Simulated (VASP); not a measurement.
A run of VASP 6.6.1 is set up as follows.

Contents of INCAR:

```
SYSTEM = N
ALGO = Normal
EDIFF = 1E-8
ENCUT = 520
GGA = PS
ISIF = 2
ISMEAR = -1
LASPH = .TRUE.
LCHARG = .FALSE.
LEFG = .TRUE.
LREAL = .FALSE.
LWAVE = .FALSE.
NBANDS = 18
NELM = 100
PREC = Accurate
SIGMA = 0.02
```

KPOINTS

```
k-points
0
G
  4 4 4
  0 0 0
```

POSCAR

```
N
1.0
    5.6490000000     -0.0282450000     -0.0282450000
   -0.0282450000      5.6490000000     -0.0282450000
   -0.0282450000     -0.0282450000      5.6490000000
N
4
Direct
    0.0300000000      0.0300000000      0.0300000000
    0.4700000000      0.9700000000      0.5300000000
    0.5300000000      0.4700000000      0.9700000000
    0.9700000000      0.5300000000      0.4700000000
```

Potentials or basis: VASP PAW PBE potentials, release 64 (N).

Launch:

```sh
$ cat potpaw_PBE.64/N/POTCAR > POTCAR
$ mpirun -np 1 vasp_std > vasp.out
```

Task: Predict the largest force.

Result: 0.411 eV/Å.

Task: Estimate the pressure.

Result: -4.1 GPa.

Task: What does it give for the band gap on the k mesh?

Result: Zero (band 10 reaches -5.30 eV, above the bottom of band 11 at -5.46 eV).

Forces in eV/Å, atoms in the order of the input:
```
N    0.237  0.237  0.237
N   -0.241 -0.212  0.216
N    0.216 -0.241 -0.212
N   -0.212  0.216 -0.241
```

Caveat: the cell differs from its parent crystal (equal xy, yz and zx shear strains of -1 %); without QUAD_EFG the Cq values of the log hold for a quadrupole moment of 1 mb, not for the nuclei; the PAW data sets were made with another functional, which shifts forces and pressure a little.
